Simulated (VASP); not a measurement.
# KBr (Fm-3m) in VASP: notebook, part 2 of 2

VASP 6.6.1. The steps go on from the part before.

**3. Single point, RPBE+D3(BJ)**

This run uses another cell than the first one, of 27.23 Å³/atom, 0.758 times its volume.

INCAR

```
ALGO = Normal
EDIFF = 1E-7
ENCUT = 520
GGA = RP
ISIF = 2
ISMEAR = -1
IVDW = 12
LASPH = T
LCHARG = T
LELF = T
LREAL = F
LVHAR = T
LWAVE = F
NBANDS = 15
NELM = 100
PREC = Accurate
SIGMA = 0.05
```

KPOINTS

```
k-points
0
Gamma
  7 7 7
```

POSCAR

```
KBr
1.0
    0.0000000000      3.0085899842      3.0085899842
    3.0085899842      0.0000000000      3.0085899842
    3.0085899842      3.0085899842      0.0000000000
Br K
1 1
Direct
    0.5000000000      0.5000000000      0.5000000000
    0.0000000000      0.0000000000      0.0000000000
```

Potentials or basis: VASP PAW PBE potentials, release 64 (Br, K_sv).

On the command line:

```console
cat potpaw_PBE.64/Br/POTCAR potpaw_PBE.64/K_sv/POTCAR > POTCAR
mpirun -np 1 vasp_std > vasp.out
```

OUTCAR:

```text
EDIFF = 1E-7
   ENCUT = 520
   GGA = RP
   ISIF = 2
   ISMEAR = -1
   IVDW = 12
   LASPH = T
   LREAL = F
   NELM = 100
   PREC = Accurate
 IVDW          = 12

 ion  position               nearest neighbor table
   1  0.500  0.500  0.500-   2 3.01   2 3.01   2 3.01   2 3.01   2 3.01   2 3.01
   2  0.000  0.000  0.000-   1 3.01   1 3.01   1 3.01   1 3.01   1 3.01   1 3.01

  LATTYP: Found a face centered cubic cell.
 ALAT       =     6.0171799684

  Lattice vectors:

 A1 = (   0.0000000000,   3.0085899842,   3.0085899842)
 A2 = (   3.0085899842,   0.0000000000,   3.0085899842)
 A3 = (   3.0085899842,   3.0085899842,   0.0000000000)

Analysis of symmetry for initial positions (statically):
=====================================================================
 Subroutine PRICEL returns:
 Original cell was already a primitive cell.

 Routine SETGRP: Setting up the symmetry group for a
 face centered cubic supercell.

 Subroutine GETGRP returns: Found 48 space group operations
 (whereof 48 operations were pure point group operations)
 out of a pool of 48 trial point group operations.

The static configuration has the point symmetry O_h .

Analysis of symmetry for dynamics (positions and initial velocities):
=====================================================================
 Subroutine PRICEL returns:
 Original cell was already a primitive cell.

 Routine SETGRP: Setting up the symmetry group for a
 face centered cubic supercell.

 Subroutine GETGRP returns: Found 48 space group operations
 (whereof 48 operations were pure point group operations)
 out of a pool of 48 trial point group operations.

The dynamic configuration has the point symmetry O_h .

 Subroutine INISYM returns: Found 48 space group operations
 (whereof 48 operations are pure point group operations),
 and found     1 'primitive' translations

----------------------------------------------------------------------------------------

                                     Primitive cell

  volume of cell :      54.4652

  direct lattice vectors                    reciprocal lattice vectors
     0.000000000  3.008589984  3.008589984    -0.166190808  0.166190808  0.166190808
     3.008589984  0.000000000  3.008589984     0.166190808 -0.166190808  0.166190808
     3.008589984  3.008589984  0.000000000     0.166190808  0.166190808 -0.166190808

  length of vectors
     4.254788759  4.254788759  4.254788759     0.287850923  0.287850923  0.287850923

  position of ions in fractional coordinates (direct lattice)
     0.500000000  0.500000000  0.500000000
     0.000000000  0.000000000  0.000000000

  ion indices of the primitive-cell ions
   primitive index   ion index
                 1           1
                 2           2

----------------------------------------------------------------------------------------

 KPOINTS: k-points

Automatic generation of k-mesh.
 Grid dimensions read from file:
 generate k-points for:    7    7    7

 Generating k-lattice:

  Cartesian coordinates                     Fractional coordinates (reciprocal lattice)
    -0.023741544  0.023741544  0.023741544     0.142857143  0.000000000  0.000000000
[... 35 lines left out ...]
 -0.285714  0.428571  0.142857     24.000000
   k-points           NKPTS =     20   k-points in BZ     NKDIM =     20   number of bands    NBANDS=     15
   number of dos      NEDOS =    301   number of ions     NIONS =      2
   total plane-waves  NPLWV =  32768
   dimension x,y,z NGX =    32 NGY =   32 NGZ =   32
   dimension x,y,z NGXF=    64 NGYF=   64 NGZF=   64
   ions per type =               1   1
   NGX,Y,Z   is equivalent  to a cutoff of  12.50, 12.50, 12.50 a.u.
   NGXF,Y,Z  is equivalent  to a cutoff of  25.01, 25.01, 25.01 a.u.
 SYSTEM =  unknown system
   PREC   = accura    normal or accurate (medium, high low for compatibility)
   ISTART =      0    job   : 0-new  1-cont  2-samecut
   ICHARG =      2    charge: 1-file 2-atom 10-const
   ISPIN  =      1    spin polarized calculation?
   LNONCOLLINEAR =      F non collinear calculations
   LSORBIT =      F    spin-orbit coupling
   LASPH  =      T    aspherical Exc in radial PAW
   ENCUT  =  520.0 eV  38.22 Ry    6.18 a.u.   7.91  7.91  7.91*2*pi/ulx,y,z
   NELM   =    100;   NELMIN=  2; NELMDL= -5     # of ELM steps
   EDIFF  = 0.1E-06   stopping-criterion for ELM
   LREAL  =      F    real-space projection
   EDIFFG = 0.1E-05   stopping-criterion for IOM
   NSW    =      0    number of steps for IOM
   IBRION =     -1    ionic relax: 0-MD 1-quasi-New 2-CG
   NFREE  =      0    steps in history (QN), initial steepest desc. (CG)
   ISIF   =      2    stress and relaxation
   ISYM   =      2    0-nonsym 1-usesym 2-fastsym
   POTIM  = 0.5000    time-step for ionic-motion
   TEBEG  =    0.0;   TEEND  =   0.0 temperature during run
   PSTRESS=    0.0 pullay stress
   NELECT =      16.0000    total number of electrons
   NUPDOWN=      -1.0000    fix difference up-down
   EMIN   =  10.00;   EMAX   =-10.00  energy-range for DOS
   EFERMI =   0.00;   METHOD = LEGACY
   ISMEAR =    -1;   SIGMA  =   0.05  broadening in eV -4-tet -1-fermi 0-gaus
   EFERMI_NEDOS =   21; number of points for ismear=-14 and -15
   IALGO  =     38    algorithm
   IMIX   =      4    mixing-type and parameters
     AMIX     =   0.40;   BMIX     =  1.00
     AMIX_MAG =   1.60;   BMIX_MAG =  1.00
  volume/ion in A,a.u.               =      27.23       183.77
  Fermi-wavevector in a.u.,A,eV,Ry     =   1.088283  2.056557 16.114193  1.184360
  Thomas-Fermi vector in A             =   2.224461
   LORBIT       =      0    0 simple, 1 ext, 2 COOP (PROOUT), +10 PAW based schemes
   GGA     = RP    functional components
   LHFCALC =     F    Hartree Fock is set to
   AEXX    =    0.0000 exact exchange contribution
   IVDW    =    12    specifies the selected vdW correction
   LEPSILON=     F    determine dielectric tensor
   LRPA    =     F    only Hartree local field effects (RPA)
 non-spin polarized calculation
  energy-cutoff  :      520.00
  volume of cell :       54.47
 maximum number of plane-waves:      1480
   NGX = 15   NGY = 15   NGZ = 15

 number of electron      16.0000004 magnetization

 Free energy of the ion-electron system (eV)
  ---------------------------------------------------
  ext. energy  EPLUGINS =         0.00000000
  ---------------------------------------------------
  free energy    TOTEN  =        -5.20463509 eV

  energy without entropy =       -5.20463509  energy(sigma->0) =       -5.20463509

 E-fermi :   0.7746     XC(G=0):  -8.2370

 val. band max:       -0.2494517121   @ k =   0.0000   0.0000   0.0000
 cond. band min:       5.4115908508   @ k =   0.4286   0.4286   0.0000
 fundamental gap:      5.6610425630
 Fermi energy:         0.7745593888

 k-point     1 :       0.0000    0.0000    0.0000
  band No.  band energies     occupation
      1     -27.6679      2.00000
      2     -12.9440      2.00000
      3     -11.1194      2.00000
      4     -11.1194      2.00000
      5     -11.1194      2.00000
      6      -0.2495      2.00000
      7      -0.2495      2.00000
      8      -0.2495      2.00000
      9       5.4126      0.00000
     10       7.4190      0.00000
     11       7.4190      0.00000
     12       7.4190      0.00000
     13       8.3720      0.00000
     14       8.3720      0.00000
[... 329 lines left out ...]
      2     -12.9775      2.00000
      3     -11.3139      2.00000
      4     -11.2439      2.00000
      5     -10.9094      2.00000
      6      -1.2626      2.00000
      7      -1.0901      2.00000
      8      -0.8947      2.00000
      9       7.1042      0.00000
     10       8.1201      0.00000
     11       9.3421      0.00000
     12      10.0423      0.00000
     13      11.1645      0.00000
     14      11.4974      0.00000
     15      12.8672      0.00000

------------------------ aborting loop because EDIFF is reached ----------------------------------------

 Edisp (eV)   -2.77343

 E8    (eV) :    -1.8854

  FORCE on cell =-STRESS in cart. coord.  units (eV):
  Direction    XX          YY          ZZ          XY          YZ          ZX
  --------------------------------------------------------------------------------------
  -------------------------------------------------------------------------------------
  Total       0.04830     0.04830     0.04830     0.00000     0.00000     0.00000
  in kB       1.42085     1.42085     1.42085     0.00000     0.00000     0.00000
  external pressure =        1.42 kB  Pullay stress =        0.00 kB

 VOLUME and BASIS-vectors are now :
 -----------------------------------------------------------------------------
  energy-cutoff  :      520.00
  volume of cell :       54.47
      direct lattice vectors                 reciprocal lattice vectors
     0.000000000  3.008589984  3.008589984    -0.166190808  0.166190808  0.166190808
     3.008589984  0.000000000  3.008589984     0.166190808 -0.166190808  0.166190808
     3.008589984  3.008589984  0.000000000     0.166190808  0.166190808 -0.166190808

 POSITION                                       TOTAL-FORCE (eV/Angst)
 -----------------------------------------------------------------------------------
      3.00859      3.00859      3.00859         0.000000      0.000000      0.000000
      0.00000      0.00000      0.00000        -0.000000     -0.000000     -0.000000
 -----------------------------------------------------------------------------------
    total drift:                                0.000000     -0.000000     -0.000000

  FREE ENERGIE OF THE ION-ELECTRON SYSTEM (eV)
  ---------------------------------------------------
  free  energy   TOTEN  =        -7.9780614269 eV

  energy  without entropy=       -7.9780614268  energy(sigma->0) =       -7.97806143
```

stdout:

```text
POSCAR found type information on POSCAR BrK
 POSCAR found :  2 types and       2 ions
 scaLAPACK will be used
 -----------------------------------------------------------------------------
|                                                                             |
|                                                                             |
|     You enforced a specific xc type in the INCAR file but a different       |
|     I HOPE YOU KNOW WHAT YOU ARE DOING!                                     |
|                                                                             |
 -----------------------------------------------------------------------------

 LDA part: xc-table for (Slater+PW92), standard interpolation
 POSCAR, INCAR and KPOINTS ok, starting setup
 FFT: planning ... GRIDC
 FFT: planning ... GRID_SOFT
 FFT: planning ... GRID
 WAVECAR not read
 entering main loop
```

Run time: 41 s. Hardware: 1 thread of AMD EPYC, shared host; peak memory 0.16 GiB.

What came out:

| Property | Result |
| --- | --- |
| Free energy | -7.9781 eV |
| Pressure | 0.1 GPa |
| Band gap on the k mesh | 5.66 eV, indirect (the least direct gap lies 1.0 meV higher) |
| Dispersion energy per atom | -1.387 eV |

Levels at points of the mesh, in eV from the valence-band top:
| k point | band 5 | band 6 | band 7 | band 8 | band 9 | band 10 | band 11 | band 12 |
| --- | --- | --- | --- | --- | --- | --- | --- | --- |
| (0.00, 0.00, 0.00) | -10.87 | 0.00 | 0.00 | 0.00 | 5.66 | 7.67 | 7.67 | 7.67 |

Caveat: the PAW data sets were made with another functional, which shifts forces and pressure a little. As with any semilocal functional, this RPBE gap is likely too small.

**4. Single point, PBEsol+D3(BJ)**

This run uses another cell than the first one, of 33.03 Å³/atom, 0.919 times its volume.

INCAR

```
SYSTEM = KBr
  ALGO = Normal
  EDIFF = 1E-6
  ENCUT = 520
  GGA = PS
  ISIF = 2
  ISMEAR = -1
  IVDW = 12
  LASPH = .TRUE.
  LCHARG = .FALSE.
  LREAL = .FALSE.
  LWAVE = .FALSE.
  NBANDS = 15
  NELM = 60
  PREC = Accurate
  SIGMA = 0.05
```

KPOINTS

```
k-points
0
G
  7 7 7
  0 0 0
```

POSCAR

```
KBr
1.0
    0.0000000000      3.2083919838      3.2083919838
    3.2083919838      0.0000000000      3.2083919838
    3.2083919838      3.2083919838      0.0000000000
Br K
1 1
Direct
    0.5000000000      0.5000000000      0.5000000000
    0.0000000000      0.0000000000      0.0000000000
```

On the command line:

```console
cat potpaw_PBE.64/Br/POTCAR potpaw_PBE.64/K_sv/POTCAR > POTCAR
mpirun -np 1 vasp_std > vasp.out
```

Run time: 59 s. Hardware: 1 thread of AMD EPYC, shared host; peak memory 0.18 GiB.

Results (log left out):

```yaml
Free_energy: -6.8932 eV
Pressure: 0.1 GPa
Band_gap_on_the_k_mesh: 4.50 eV, direct
Dispersion_energy_per_atom: -0.225 eV
```

Levels at points of the mesh, in eV from the valence-band top:
| k point | band 5 | band 6 | band 7 | band 8 | band 9 | band 10 | band 11 | band 12 |
| --- | --- | --- | --- | --- | --- | --- | --- | --- |
| (0.00, 0.00, 0.00) | -10.99 | 0.00 | 0.00 | 0.00 | 4.50 | 7.52 | 7.52 | 7.52 |

Caveat: the PAW data sets were made with another functional, which shifts forces and pressure a little. Expect the measured gap to be larger: semilocal functionals such as PBEsol lack the derivative discontinuity.

**5. Single point, PBEsol+D4**

This run uses another cell than the first one, of 34.23 Å³/atom, 0.953 times its volume.

INCAR

```
PREC     = Accurate       # precision mode
ENCUT    = 520            # plane-wave cutoff, eV
EDIFF    = 1E-6           # SCF threshold, eV
ISMEAR   = -1             # smearing method
SIGMA    = 0.05           # smearing width, eV
LREAL    = False          # projectors in reciprocal space
LASPH    = True           # aspherical terms in the spheres
NELM     = 100            # most SCF steps
ALGO     = Normal         # electronic algorithm
ISIF     = 2              # what is computed and relaxed
LWAVE    = False          # write WAVECAR
LCHARG   = False          # write CHGCAR
GGA      = PS             # functional
IVDW     = 13             # dispersion correction
NBANDS   = 15             # bands
```

KPOINTS

```
regular mesh
0
Gamma
  7 7 7
```

POSCAR

```
KBr
1.0
    0.0000000000      3.2470471610      3.2470471610
    3.2470471610      0.0000000000      3.2470471610
    3.2470471610      3.2470471610      0.0000000000
Br K
1 1
Direct
    0.5000000000      0.5000000000      0.5000000000
    0.0000000000      0.0000000000      0.0000000000
```

Potentials or basis: VASP PAW PBE potentials, release 64 (Br, K_sv).

On the command line:

```console
cat potpaw_PBE.64/Br/POTCAR potpaw_PBE.64/K_sv/POTCAR > POTCAR
mpirun -np 1 vasp_std > vasp.out
```

OUTCAR:

```text
PREC = Accurate
   ENCUT = 520
   EDIFF = 1E-6
   ISMEAR = -1
   LREAL = False
   LASPH = True
   NELM = 100
   ISIF = 2
   GGA = PS
   IVDW = 13

 ion  position               nearest neighbor table
   1  0.500  0.500  0.500-   2 3.25   2 3.25   2 3.25   2 3.25   2 3.25   2 3.25
   2  0.000  0.000  0.000-   1 3.25   1 3.25   1 3.25   1 3.25   1 3.25   1 3.25

  LATTYP: Found a face centered cubic cell.
 ALAT       =     6.4940943220

  Lattice vectors:

 A1 = (   0.0000000000,   3.2470471610,   3.2470471610)
 A2 = (   3.2470471610,   0.0000000000,   3.2470471610)
 A3 = (   3.2470471610,   3.2470471610,   0.0000000000)

Analysis of symmetry for initial positions (statically):
=====================================================================
 Subroutine PRICEL returns:
 Original cell was already a primitive cell.

 Routine SETGRP: Setting up the symmetry group for a
 face centered cubic supercell.

 Subroutine GETGRP returns: Found 48 space group operations
 (whereof 48 operations were pure point group operations)
 out of a pool of 48 trial point group operations.

The static configuration has the point symmetry O_h .

[... 169 lines left out ...]
      6      -1.6294      2.00000
      7      -1.6294      2.00000
      8      -1.6294      2.00000
      9       2.7709      0.00000
     10       5.8972      0.00000
     11       5.8972      0.00000
     12       5.8972      0.00000
     13       6.7694      0.00000
     14       6.7694      0.00000
[... 329 lines left out ...]
      2     -14.0003      2.00000
      3     -12.7746      2.00000
      4     -12.7444      2.00000
      5     -12.5867      2.00000
      6      -2.3778      2.00000
      7      -2.3142      2.00000
      8      -2.0958      2.00000
      9       5.3357      0.00000
     10       6.1166      0.00000
     11       6.8062      0.00000
     12       7.5260      0.00000
     13       8.9680      0.00000
     14       8.9803      0.00000
     15       9.8675      0.00000

------------------------ aborting loop because EDIFF is reached ----------------------------------------

  DFT-D4 for vdW energy calculation

  Edisp (eV):   -0.15848

  FORCE on cell =-STRESS in cart. coord.  units (eV):
  Direction    XX          YY          ZZ          XY          YZ          ZX
  --------------------------------------------------------------------------------------
  -------------------------------------------------------------------------------------
  Total       0.04562     0.04562     0.04562     0.00000    -0.00000     0.00000
  in kB       1.06749     1.06749     1.06749     0.00000    -0.00000     0.00000
  external pressure =        1.07 kB  Pullay stress =        0.00 kB

 VOLUME and BASIS-vectors are now :
 -----------------------------------------------------------------------------
  energy-cutoff  :      520.00
  volume of cell :       68.47
      direct lattice vectors                 reciprocal lattice vectors
     0.000000000  3.247047161  3.247047161    -0.153986060  0.153986060  0.153986060
     3.247047161  0.000000000  3.247047161     0.153986060 -0.153986060  0.153986060
     3.247047161  3.247047161  0.000000000     0.153986060  0.153986060 -0.153986060

 POSITION                                       TOTAL-FORCE (eV/Angst)
 -----------------------------------------------------------------------------------
      3.24705      3.24705      3.24705        -0.000000     -0.000000     -0.000000
      0.00000      0.00000      0.00000         0.000000      0.000000      0.000000
 -----------------------------------------------------------------------------------
    total drift:                                0.000000      0.000000      0.000000

  FREE ENERGIE OF THE ION-ELECTRON SYSTEM (eV)
  ---------------------------------------------------
  free  energy   TOTEN  =        -6.6152650530 eV

  energy  without entropy=       -6.6152650530  energy(sigma->0) =       -6.61526505
```

It took 68 s on 1 thread of AMD EPYC, shared host; peak memory 0.17 GiB.

What came out:

| Property | Result |
| --- | --- |
| Free energy | -6.6153 eV |
| Pressure | 0.1 GPa |
| Band gap on the k mesh | 4.40 eV, direct |
| Dispersion energy per atom | -0.079 eV |

Levels at points of the mesh, in eV from the valence-band top:
| k point | band 6 | band 7 | band 8 | band 9 | band 10 | band 11 |
| --- | --- | --- | --- | --- | --- | --- |
| (0.00, 0.00, 0.00) | 0.00 | 0.00 | 0.00 | 4.40 | 7.53 | 7.53 |

Caveat: the PAW data sets were made with another functional, which shifts forces and pressure a little.

**6. Summary**

```csv
level,cell,k mesh,gap on the mesh (eV),pressure (GPa)
PBEsol,"a = 4.667 Å, angles 60.0°, 2 atoms",5 × 5 × 5,4.28,-0.3
RPBE+D3(BJ),"a = 4.255 Å, angles 60.0°, 2 atoms",7 × 7 × 7,5.66,0.1
PBEsol+D3(BJ),"a = 4.537 Å, angles 60.0°, 2 atoms",7 × 7 × 7,4.50,0.1
PBEsol+D4,"a = 4.592 Å, angles 60.0°, 2 atoms",7 × 7 × 7,4.40,0.1
```

Alike in all rows: task single point; potentials or basis VASP PAW PBE potentials, release 64 (Br, K_sv); no spin polarisation; cutoff (eV) 520; smearing fermi-dirac 0.05 eV.

Caveats: the PAW data sets were made with another functional, which shifts forces and pressure a little.

Total energies depend on the potentials used, so only differences within one code and one set of settings carry meaning.
